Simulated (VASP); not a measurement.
# Ta (Im-3m) in VASP: a series of runs, part 2 of 2

VASP 6.6.1.

### 4 Single point, LDA (volume scaled by 0.98)

Contents of INCAR:

```
ALGO = Normal
EDIFF = 1E-6
ENCUT = 520
GGA = CA
ISIF = 2
ISMEAR = -1
LASPH = True
LCHARG = False
LREAL = False
LWAVE = False
NBANDS = 12
NELM = 60
PREC = Accurate
SIGMA = 0.15
```

Contents of KPOINTS:

```
k-points
0
Gamma
  20 20 20
```

Contents of POSCAR:

```
Ta
1.0
   -1.6168820253      1.6168820253      1.6168820253
    1.6168820253     -1.6168820253      1.6168820253
    1.6168820253      1.6168820253     -1.6168820253
Ta
1
Direct
    0.0000000000      0.0000000000      0.0000000000
```

Potentials or basis: VASP PAW LDA potentials, release 64 (Ta_pv).

Launch:

```
> cat potpaw_LDA.64/Ta_pv/POTCAR > POTCAR
> mpirun -np 1 vasp_std > vasp.out
```

OUTCAR:

```text
EDIFF = 1E-6
   ENCUT = 520
   GGA = CA
   ISIF = 2
   ISMEAR = -1
   LASPH = True
   LREAL = False
   NELM = 60
   PREC = Accurate

 ion  position               nearest neighbor table
   1  0.000  0.000  0.000-

  LATTYP: Found a body centered cubic cell.
 ALAT       =     3.2337640506

  Lattice vectors:

 A1 = (  -1.6168820253,   1.6168820253,   1.6168820253)
 A2 = (   1.6168820253,  -1.6168820253,   1.6168820253)
 A3 = (   1.6168820253,   1.6168820253,  -1.6168820253)

Analysis of symmetry for initial positions (statically):
=====================================================================
 Subroutine PRICEL returns:
 Original cell was already a primitive cell.

 Routine SETGRP: Setting up the symmetry group for a
 body centered cubic supercell.

 Subroutine GETGRP returns: Found 48 space group operations
 (whereof 48 operations were pure point group operations)
 out of a pool of 48 trial point group operations.

The static configuration has the point symmetry O_h .

Analysis of symmetry for dynamics (positions and initial velocities):
=====================================================================
 Subroutine PRICEL returns:
 Original cell was already a primitive cell.

 Routine SETGRP: Setting up the symmetry group for a
 body centered cubic supercell.

 Subroutine GETGRP returns: Found 48 space group operations
 (whereof 48 operations were pure point group operations)
 out of a pool of 48 trial point group operations.

The dynamic configuration has the point symmetry O_h .

 Subroutine INISYM returns: Found 48 space group operations
 (whereof 48 operations are pure point group operations),
 and found     1 'primitive' translations

----------------------------------------------------------------------------------------

                                     Primitive cell

  volume of cell :      16.9081

  direct lattice vectors                    reciprocal lattice vectors
    -1.616882025  1.616882025  1.616882025     0.000000000  0.309237157  0.309237157
     1.616882025 -1.616882025  1.616882025     0.309237157  0.000000000  0.309237157
     1.616882025  1.616882025 -1.616882025     0.309237157  0.309237157  0.000000000

  length of vectors
     2.800521818  2.800521818  2.800521818     0.437327381  0.437327381  0.437327381

  position of ions in fractional coordinates (direct lattice)
     0.000000000  0.000000000  0.000000000

  ion indices of the primitive-cell ions
   primitive index   ion index
                 1           1

----------------------------------------------------------------------------------------

 KPOINTS: k-points

Automatic generation of k-mesh.
 Grid dimensions read from file:
 generate k-points for:   20   20   20

 Generating k-lattice:

  Cartesian coordinates                     Fractional coordinates (reciprocal lattice)
     0.000000000  0.015461858  0.015461858     0.050000000  0.000000000  0.000000000
     0.015461858  0.000000000  0.015461858     0.000000000  0.050000000  0.000000000
     0.015461858  0.015461858  0.000000000     0.000000000  0.000000000  0.050000000

  Length of vectors
     0.021866369  0.021866369  0.021866369

  Shift w.r.t. Gamma in fractional coordinates (k-lattice)
     0.000000000  0.000000000  0.000000000

 Subroutine IBZKPT returns following result:
 ===========================================

 Found    256 irreducible k-points:

 Following reciprocal coordinates:
            Coordinates               Weight
  0.000000  0.000000  0.000000      1.000000
  0.050000  0.000000  0.000000     12.000000
  0.100000  0.000000  0.000000     12.000000
  0.150000  0.000000  0.000000     12.000000
  0.200000  0.000000  0.000000     12.000000
  0.250000  0.000000  0.000000     12.000000
[... 16 lines left out ...]
  0.200000  0.100000  0.000000     48.000000
  0.250000  0.100000  0.000000     48.000000
 [... further k-points ...]
   k-points           NKPTS =    256   k-points in BZ     NKDIM =    256   number of bands    NBANDS=     12
   number of dos      NEDOS =    301   number of ions     NIONS =      1
   total plane-waves  NPLWV =  13824
   dimension x,y,z NGX =    24 NGY =   24 NGZ =   24
   dimension x,y,z NGXF=    48 NGYF=   48 NGZF=   48
   ions per type =               1
   NGX,Y,Z   is equivalent  to a cutoff of  14.25, 14.25, 14.25 a.u.
   NGXF,Y,Z  is equivalent  to a cutoff of  28.49, 28.49, 28.49 a.u.
 SYSTEM =  unknown system
   PREC   = accura    normal or accurate (medium, high low for compatibility)
   ISTART =      0    job   : 0-new  1-cont  2-samecut
   ICHARG =      2    charge: 1-file 2-atom 10-const
   ISPIN  =      1    spin polarized calculation?
   LNONCOLLINEAR =      F non collinear calculations
   LSORBIT =      F    spin-orbit coupling
   LASPH  =      T    aspherical Exc in radial PAW
   ENCUT  =  520.0 eV  38.22 Ry    6.18 a.u.   5.21  5.21  5.21*2*pi/ulx,y,z
   NELM   =     60;   NELMIN=  2; NELMDL= -5     # of ELM steps
   EDIFF  = 0.1E-05   stopping-criterion for ELM
   LREAL  =      F    real-space projection
   EDIFFG = 0.1E-04   stopping-criterion for IOM
   NSW    =      0    number of steps for IOM
   IBRION =     -1    ionic relax: 0-MD 1-quasi-New 2-CG
   NFREE  =      0    steps in history (QN), initial steepest desc. (CG)
   ISIF   =      2    stress and relaxation
   ISYM   =      2    0-nonsym 1-usesym 2-fastsym
   POTIM  = 0.5000    time-step for ionic-motion
   TEBEG  =    0.0;   TEEND  =   0.0 temperature during run
   PSTRESS=    0.0 pullay stress
   NELECT =      11.0000    total number of electrons
   NUPDOWN=      -1.0000    fix difference up-down
   EMIN   =  10.00;   EMAX   =-10.00  energy-range for DOS
   EFERMI =   0.00;   METHOD = LEGACY
   ISMEAR =    -1;   SIGMA  =   0.15  broadening in eV -4-tet -1-fermi 0-gaus
   EFERMI_NEDOS =   21; number of points for ismear=-14 and -15
   IALGO  =     38    algorithm
   IMIX   =      4    mixing-type and parameters
     AMIX     =   0.40;   BMIX     =  1.00
     AMIX_MAG =   1.60;   BMIX_MAG =  1.00
  volume/ion in A,a.u.               =      16.91       114.10
  Fermi-wavevector in a.u.,A,eV,Ry     =   1.418537  2.680647 27.378293  2.012248
  Thomas-Fermi vector in A             =   2.539652
   LORBIT       =      0    0 simple, 1 ext, 2 COOP (PROOUT), +10 PAW based schemes
   GGA     = CA    functional components
   LHFCALC =     F    Hartree Fock is set to
   AEXX    =    0.0000 exact exchange contribution
   IVDW    =     0    specifies the selected vdW correction
   LEPSILON=     F    determine dielectric tensor
   LRPA    =     F    only Hartree local field effects (RPA)
 non-spin polarized calculation
  energy-cutoff  :      520.00
  volume of cell :       16.91
 maximum number of plane-waves:       470
 NGX is ok and might be reduce to    24
   NGX = 11   NGY = 11   NGZ = 11

 number of electron      10.9999998 magnetization

 Free energy of the ion-electron system (eV)
  ---------------------------------------------------
  ext. energy  EPLUGINS =         0.00000000
  ---------------------------------------------------
  free energy    TOTEN  =       -12.86760721 eV

  energy without entropy =      -12.77763695  energy(sigma->0) =      -12.82262208

 E-fermi :   5.9648     XC(G=0): -13.1196

 val. band max:        5.9602574272   @ k =  -0.4500  -0.4500   0.2000
 cond. band min:       5.9689876054   @ k =  -0.1500   0.2000   0.0500
 fundamental gap:      0.0087301782
 Fermi energy:         5.9648325408

 k-point     1 :       0.0000    0.0000    0.0000
  band No.  band energies     occupation
      1     -26.7090      2.00000
      2     -26.7090      2.00000
      3     -26.7090      2.00000
      4      -2.1396      2.00000
      5       6.6029      0.02801
      6       6.6029      0.02801
      7       6.6029      0.02801
      8      10.0914      0.00000
      9      10.0914      0.00000
     10      19.8442      0.00000
     11      21.3053      0.00000
     12      21.3053      0.00000

 k-point     2 :       0.0500    0.0000    0.0000
  band No.  band energies     occupation
      1     -26.7488      2.00000
      2     -26.7209      2.00000
      3     -26.7092      2.00000
      4      -2.0171      2.00000
      5       6.5230      0.04728
      6       6.5824      0.03206
      7       6.7226      0.01271
      8       9.9552      0.00000
      9      10.0909      0.00000
     10      19.8442      0.00000
     11      21.4187      0.00000
     12      21.5163      0.00000
[... 316 lines left out ...]
 k-point    24 :       0.2500    0.1000    0.0000
  band No.  band energies     occupation
      1     -27.7162      2.00000
      2     -27.0379      2.00000
      3     -26.7682      2.00000
      4       1.1858      2.00000
      5       4.8672      1.99867
      6       5.4905      1.91880
      7       9.3469      0.00000
      8      10.7907      0.00000
      9      11.0872      0.00000
     10      19.8365      0.00000
     11      20.9049      0.00000
     12      22.6563      0.00000

 [... further k-points ...]
[... 5 lines left out ...]
  --------------------------------------------------------------------------------------
  -------------------------------------------------------------------------------------
  Total        0.5781508      0.5781508      0.5781508      0.0000000      0.0000000     -0.0000000
  in kB       54.7843725     54.7843725     54.7843725      0.0000000      0.0000000     -0.0000000
  external PRESSURE =      54.7843725 kB  Pullay stress =       0.0000000 kB

 VOLUME and BASIS-vectors are now :
 -----------------------------------------------------------------------------
  energy-cutoff  :      520.00
  volume of cell :       16.91
      direct lattice vectors                 reciprocal lattice vectors
    -1.616882025  1.616882025  1.616882025     0.000000000  0.309237157  0.309237157
     1.616882025 -1.616882025  1.616882025     0.309237157  0.000000000  0.309237157
     1.616882025  1.616882025 -1.616882025     0.309237157  0.309237157  0.000000000

 POSITION                                       TOTAL-FORCE (eV/Angst)
 -----------------------------------------------------------------------------------
      0.00000      0.00000      0.00000        -0.000000     -0.000000     -0.000000
 -----------------------------------------------------------------------------------
    total drift:                                0.000000      0.000000      0.000000

  FREE ENERGIE OF THE ION-ELECTRON SYSTEM (eV)
  ---------------------------------------------------
  free  energy   TOTEN  =       -12.8676072146 eV

  energy  without entropy=      -12.7776369520  energy(sigma->0) =      -12.82262208
```

stdout:

```text
POSCAR found type information on POSCAR Ta
 POSCAR found :  1 types and       1 ions
 scaLAPACK will be used
 LDA part: xc-table for (Slater(with rela. corr.)+CA(PZ))
 , standard interpolation
 POSCAR, INCAR and KPOINTS ok, starting setup
 FFT: planning ... GRIDC
 FFT: planning ... GRID_SOFT
 FFT: planning ... GRID
 WAVECAR not read
 entering main loop
```

Wall time 25 s (1 thread of Intel Xeon 6975P-C, shared host); peak memory 0.17 GiB.

What came out:

* Free energy: -12.8676 eV
* Pressure: 5.5 GPa

Caveat: spin-orbit coupling is left out, which moves the levels of the heavy elements.

### 5 Summary

```csv
cell,k mesh,smearing,gap on the mesh (eV),pressure (GPa)
"a = 2.860 Å, angles 109.5°, 1 atom",8 × 8 × 8,gaussian 0.1 eV,none,-9.9
"a = 2.776 Å, angles 109.5°, 1 atom",20 × 20 × 20,fermi-dirac 0.15 eV,none,12.0
"a = 2.801 Å, angles 109.5°, 1 atom",20 × 20 × 20,fermi-dirac 0.15 eV,none,5.5
```

Alike in all rows: task single point; level LDA; potentials or basis VASP PAW LDA potentials, release 64 (Ta_pv); no spin polarisation; cutoff (eV) 520.

Caveats: spin-orbit coupling is left out, which moves the levels of the heavy elements.

Total energies depend on the potentials used, so only differences within one code and one set of settings carry meaning.
